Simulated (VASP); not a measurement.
# Sc (I4/mmm) in VASP: further runs

The runs below take Sc through single point, with PBEsol.

Everything below comes from runs of VASP 6.6.1. Logs are shortened: lines on timing, memory, paths and dates and some standing lists are left out, and cuts for length are marked.

### 1 The cell of the first run

The structure is tetragonal, space group I4/mmm (No. 139). Conventional cell: a = 3.372 Å, b = 3.372 Å, c = 4.541 Å, α = 90.00°, β = 90.00°, γ = 90.00°. Sc (site symmetry 4/mmm) has 12 Sc at 3.29 to 3.37 Å within 4.3 Å.

### 2 Single point, PBEsol (strain +0.050 along x and y, +0.000 along z)

INCAR reads:

```
PREC = Accurate
ENCUT = 520
EDIFF = 1E-7
ISMEAR = 0
SIGMA = 0.15
LREAL = F
LASPH = T
NELM = 80
ALGO = Fast
ISIF = 2
LWAVE = F
LCHARG = F
GGA = PS
NBANDS = 12
```

KPOINTS reads:

```
regular mesh
0
Gamma
  18 18 18
```

POSCAR reads:

```
Sc
1.0
    0.0000000000      2.3840250000      2.2705000000
    2.3840250000      0.0000000000      2.2705000000
    2.3840250000      2.3840250000      0.0000000000
Sc
1
Direct
    0.0000000000      0.0000000000      0.0000000000
```

Potentials or basis: VASP PAW PBE potentials, release 64 (Sc_sv).

On the command line:

```
> cat potpaw_PBE.64/Sc_sv/POTCAR > POTCAR
> mpirun -np 1 vasp_std > vasp.out
```

OUTCAR:

```text
PREC = Accurate
   ENCUT = 520
   EDIFF = 1E-7
   ISMEAR = 0
   LREAL = F
   LASPH = T
   NELM = 80
   ISIF = 2
   GGA = PS

 ion  position               nearest neighbor table
   1  0.000  0.000  0.000-

  LATTYP: Found a body centered tetragonal cell.
 ALAT       =     3.3715204880
 C/A-ratio  =     1.3468700594

  Lattice vectors:

 A1 = (   0.0000000000,  -2.3840250000,  -2.2705000000)
 A2 = (   0.0000000000,   2.3840250000,  -2.2705000000)
 A3 = (   2.3840250000,   0.0000000000,   2.2705000000)

Analysis of symmetry for initial positions (statically):
=====================================================================
 Subroutine PRICEL returns:
 Original cell was already a primitive cell.

 Routine SETGRP: Setting up the symmetry group for a
 body centered tetragonal supercell.

 Subroutine GETGRP returns: Found 16 space group operations
 (whereof 16 operations were pure point group operations)
 out of a pool of 16 trial point group operations.

The static configuration has the point symmetry D_4h.

Analysis of symmetry for dynamics (positions and initial velocities):
=====================================================================
 Subroutine PRICEL returns:
 Original cell was already a primitive cell.

 Routine SETGRP: Setting up the symmetry group for a
 body centered tetragonal supercell.

 Subroutine GETGRP returns: Found 16 space group operations
 (whereof 16 operations were pure point group operations)
 out of a pool of 16 trial point group operations.

The dynamic configuration has the point symmetry D_4h.

 Subroutine INISYM returns: Found 16 space group operations
 (whereof 16 operations are pure point group operations),
 and found     1 'primitive' translations

----------------------------------------------------------------------------------------

                                     Primitive cell

  volume of cell :      25.8091

  direct lattice vectors                    reciprocal lattice vectors
     0.000000000  2.384025000  2.270500000    -0.209729344  0.209729344  0.220215811
     2.384025000  0.000000000  2.270500000     0.209729344 -0.209729344  0.220215811
     2.384025000  2.384025000  0.000000000     0.209729344  0.209729344 -0.220215811

  length of vectors
     3.292225000  3.292225000  3.371520488     0.369415483  0.369415483  0.369415483

  position of ions in fractional coordinates (direct lattice)
     0.000000000  0.000000000  0.000000000

  ion indices of the primitive-cell ions
   primitive index   ion index
                 1           1

----------------------------------------------------------------------------------------

 KPOINTS: regular mesh

Automatic generation of k-mesh.
 Grid dimensions read from file:
 generate k-points for:   18   18   18

 Generating k-lattice:

  Cartesian coordinates                     Fractional coordinates (reciprocal lattice)
    -0.011651630  0.011651630  0.012234212     0.055555556 -0.000000000  0.000000000
     0.011651630 -0.011651630  0.012234212    -0.000000000  0.055555556  0.000000000
     0.011651630  0.011651630 -0.012234212     0.000000000  0.000000000  0.055555556

  Length of vectors
     0.020523082  0.020523082  0.020523082

  Shift w.r.t. Gamma in fractional coordinates (k-lattice)
     0.000000000  0.000000000  0.000000000

 Subroutine IBZKPT returns following result:
 ===========================================

 Found    480 irreducible k-points:

 Following reciprocal coordinates:
            Coordinates               Weight
  0.000000  0.000000  0.000000      1.000000
  0.055556  0.000000  0.000000      8.000000
  0.111111  0.000000  0.000000      8.000000
  0.166667 -0.000000  0.000000      8.000000
  0.222222  0.000000  0.000000      8.000000
  0.277778  0.000000  0.000000      8.000000
[... 16 lines left out ...]
 -0.277778  0.055556  0.000000      8.000000
 -0.222222  0.055556  0.000000      8.000000
 [... further k-points ...]
   k-points           NKPTS =    480   k-points in BZ     NKDIM =    480   number of bands    NBANDS=     12
   number of dos      NEDOS =    301   number of ions     NIONS =      1
   total plane-waves  NPLWV =  16128
   dimension x,y,z NGX =    24 NGY =   24 NGZ =   28
   dimension x,y,z NGXF=    48 NGYF=   48 NGZF=   56
   ions per type =               1
   NGX,Y,Z   is equivalent  to a cutoff of  12.12, 12.12, 13.81 a.u.
   NGXF,Y,Z  is equivalent  to a cutoff of  24.24, 24.24, 27.61 a.u.
 SYSTEM =  unknown system
   PREC   = accura    normal or accurate (medium, high low for compatibility)
   ISTART =      0    job   : 0-new  1-cont  2-samecut
   ICHARG =      2    charge: 1-file 2-atom 10-const
   ISPIN  =      1    spin polarized calculation?
   LNONCOLLINEAR =      F non collinear calculations
   LSORBIT =      F    spin-orbit coupling
   LASPH  =      T    aspherical Exc in radial PAW
   ENCUT  =  520.0 eV  38.22 Ry    6.18 a.u.   6.12  6.12  6.27*2*pi/ulx,y,z
   NELM   =     80;   NELMIN=  2; NELMDL= -5     # of ELM steps
   EDIFF  = 0.1E-06   stopping-criterion for ELM
   LREAL  =      F    real-space projection
   EDIFFG = 0.1E-05   stopping-criterion for IOM
   NSW    =      0    number of steps for IOM
   IBRION =     -1    ionic relax: 0-MD 1-quasi-New 2-CG
   NFREE  =      0    steps in history (QN), initial steepest desc. (CG)
   ISIF   =      2    stress and relaxation
   ISYM   =      2    0-nonsym 1-usesym 2-fastsym
   POTIM  = 0.5000    time-step for ionic-motion
   TEBEG  =    0.0;   TEEND  =   0.0 temperature during run
   PSTRESS=    0.0 pullay stress
   NELECT =      11.0000    total number of electrons
   NUPDOWN=      -1.0000    fix difference up-down
   EMIN   =  10.00;   EMAX   =-10.00  energy-range for DOS
   EFERMI =   0.00;   METHOD = LEGACY
   ISMEAR =     0;   SIGMA  =   0.15  broadening in eV -4-tet -1-fermi 0-gaus
   EFERMI_NEDOS =   21; number of points for ismear=-14 and -15
   IALGO  =     68    algorithm
   IMIX   =      4    mixing-type and parameters
     AMIX     =   0.40;   BMIX     =  1.00
     AMIX_MAG =   1.60;   BMIX_MAG =  1.00
  volume/ion in A,a.u.               =      25.81       174.17
  Fermi-wavevector in a.u.,A,eV,Ry     =   1.232011  2.328164 20.651628  1.517852
  Thomas-Fermi vector in A             =   2.366798
   LORBIT       =      0    0 simple, 1 ext, 2 COOP (PROOUT), +10 PAW based schemes
   GGA     = PS    functional components
   LHFCALC =     F    Hartree Fock is set to
   AEXX    =    0.0000 exact exchange contribution
   IVDW    =     0    specifies the selected vdW correction
   LEPSILON=     F    determine dielectric tensor
   LRPA    =     F    only Hartree local field effects (RPA)
 non-spin polarized calculation
 RMM-DIIS sequential band-by-band and
 Gauss-broadening in eV      SIGMA  =   0.15
  energy-cutoff  :      520.00
  volume of cell :       25.81
 maximum number of plane-waves:       710
   NGX = 13   NGY = 13   NGZ = 13

 number of electron      11.0000002 magnetization

 Free energy of the ion-electron system (eV)
  ---------------------------------------------------
  ext. energy  EPLUGINS =         0.00000000
  ---------------------------------------------------
  free energy    TOTEN  =        -6.53715483 eV

  energy without entropy =       -6.51307972  energy(sigma->0) =       -6.52511727

 E-fermi :   3.3684     XC(G=0):  -9.8026

 val. band max:        3.3677546817   @ k =  -0.3333   0.1667   0.1111
 cond. band min:       3.3689787396   @ k =   0.5000   0.2222   0.1111
 fundamental gap:      0.0012240579
 Fermi energy:         3.3684093008

 k-point     1 :       0.0000    0.0000    0.0000
  band No.  band energies     occupation
      1     -45.9851      2.00000
      2     -24.5115      2.00000
      3     -24.5098      2.00000
      4     -24.5098      2.00000
      5      -1.7359      2.00000
      6       4.7909      0.00000
      7       4.7909      0.00000
      8       5.0775      0.00000
      9       5.9993      0.00000
     10       6.3261      0.00000
     11      15.6795      0.00000
     12      18.5885      0.00000

 k-point     2 :       0.0556    0.0000    0.0000
  band No.  band energies     occupation
      1     -45.9836      2.00000
      2     -24.5211      2.00000
      3     -24.5118      2.00000
      4     -24.5115      2.00000
      5      -1.6604      2.00000
      6       4.7635      0.00000
      7       4.8181      0.00000
      8       5.0776      0.00000
      9       5.9842      0.00000
     10       6.3030      0.00000
     11      15.7393      0.00000
     12      18.0797      0.00000

 k-point     3 :       0.1111    0.0000    0.0000
  band No.  band energies     occupation
      1     -45.9793      2.00000
      2     -24.5515      2.00000
      3     -24.5165      2.00000
      4     -24.5148      2.00000
      5      -1.4376      2.00000
      6       4.6490      0.00000
      7       4.8863      0.00000
      8       5.1133      0.00000
      9       5.9555      0.00000
     10       6.2465      0.00000
     11      15.7980      0.00000
     12      16.9904      0.00000
[... 286 lines left out ...]
 k-point    23 :      -0.2778    0.0556    0.0000
  band No.  band energies     occupation
      1     -45.9528      2.00000
      2     -24.7278      2.00000
      3     -24.5456      2.00000
      4     -24.5434      2.00000
      5       0.1854      2.00000
      6       3.8903      0.00000
      7       4.9128      0.00000
      8       5.0980      0.00000
      9       6.1990      0.00000
     10       6.5996      0.00000
     11      12.4252      0.00000
     12      15.9232      0.00000

 k-point    24 :      -0.2222    0.0556    0.0000
  band No.  band energies     occupation
      1     -45.9612      2.00000
      2     -24.6701      2.00000
      3     -24.5397      2.00000
      4     -24.5333      2.00000
      5      -0.3868      2.00000
      6       4.1080      0.00000
      7       5.0051      0.00000
      8       5.1748      0.00000
      9       5.9449      0.00000
     10       6.4271      0.00000
     11      13.6465      0.00000
     12      16.2140      0.00000

 [... further k-points ...]
[... 5 lines left out ...]
  --------------------------------------------------------------------------------------
  -------------------------------------------------------------------------------------
  Total       -0.7336968     -0.7336968     -0.5444691      0.0000000      0.0000000     -0.0000000
  in kB      -45.5464027    -45.5464027    -33.7995342      0.0000000      0.0000000     -0.0000000
  external PRESSURE =     -41.6307799 kB  Pullay stress =       0.0000000 kB

 VOLUME and BASIS-vectors are now :
 -----------------------------------------------------------------------------
  energy-cutoff  :      520.00
  volume of cell :       25.81
      direct lattice vectors                 reciprocal lattice vectors
     0.000000000  2.384025000  2.270500000    -0.209729344  0.209729344  0.220215811
     2.384025000  0.000000000  2.270500000     0.209729344 -0.209729344  0.220215811
     2.384025000  2.384025000  0.000000000     0.209729344  0.209729344 -0.220215811

 POSITION                                       TOTAL-FORCE (eV/Angst)
 -----------------------------------------------------------------------------------
      0.00000      0.00000      0.00000         0.000000      0.000000      0.000000
 -----------------------------------------------------------------------------------
    total drift:                               -0.000000     -0.000000      0.000000

  FREE ENERGIE OF THE ION-ELECTRON SYSTEM (eV)
  ---------------------------------------------------
  free  energy   TOTEN  =        -6.5371548255 eV

  energy  without entropy=       -6.5130797243  energy(sigma->0) =       -6.52511727
```

It took 2.5 min on 1 thread of Intel Xeon 6975P-C, shared host; peak memory 0.26 GiB.

Results:

| Item | Value |
| --- | --- |
| Free energy | -6.5372 eV |
| Pressure | -4.2 GPa |

Caveat: the cell differs from its parent crystal (strain +0.050 along x and y, +0.000 along z); the PAW data sets were made with another functional, which shifts forces and pressure a little.

### 3 Single point, PBEsol (strain -0.050 along x and y, +0.050 along z)

INCAR reads:

```
SYSTEM = Sc
ALGO     = Normal         ! electronic algorithm
EDIFF    = 1E-7           ! SCF threshold, eV
ENCUT    = 520            ! plane-wave cutoff, eV
GGA      = PS             ! functional
ISIF     = 2              ! what is computed and relaxed
ISMEAR   = 0              ! smearing method
LASPH    = .True.         ! aspherical terms in the spheres
LCHARG   = .False.        ! write CHGCAR
LREAL    = .False.        ! projectors in reciprocal space
LWAVE    = .False.        ! write WAVECAR
NBANDS   = 12             ! bands
NELM     = 60             ! most SCF steps
PREC     = Accurate       ! precision mode
SIGMA    = 0.15           ! smearing width, eV
```

KPOINTS reads:

```
k-points
0
Gamma
  18 18 18
  0 0 0
```

POSCAR reads:

```
Sc
1.0
    0.0000000000      2.1569750000      2.3840250000
    2.1569750000      0.0000000000      2.3840250000
    2.1569750000      2.1569750000      0.0000000000
Sc
1
Direct
    0.0000000000      0.0000000000      0.0000000000
```

Potentials or basis: VASP PAW PBE potentials, release 64 (Sc_sv).

On the command line:

```
> cat potpaw_PBE.64/Sc_sv/POTCAR > POTCAR
> mpirun -np 1 vasp_std > vasp.out
```

It used 58 s of CPU time on 1 thread of Intel Xeon 6975P-C, with other jobs on the host.

Results (log left out):

```
Free energy : -6.5373 eV
Pressure    : 3.6 GPa
```

Stress tensor (GPa, compression positive):
```
4.83 0.00 0.00
0.00 4.83 0.00
0.00 0.00 1.28
```

Levels at points of the mesh, in eV from the Fermi level:
```tsv
k point	band 3	band 4	band 5	band 6	band 7	band 8
(0.00, 0.00, 0.00)	-27.39	-27.39	-5.38	1.23	2.01	2.01
(0.50, 0.00, 0.00)	-27.49	-27.42	-1.90	0.49	1.20	1.98
(0.50, 0.50, 0.00)	-27.53	-27.53	-1.84	-0.66	1.36	4.39
(0.50, 0.00, 0.50)	-27.69	-27.55	-1.73	-0.81	2.87	4.24
```

Caveat: the cell differs from its parent crystal (strain -0.050 along x and y, +0.050 along z); the PAW data sets were made with another functional, which shifts forces and pressure a little.
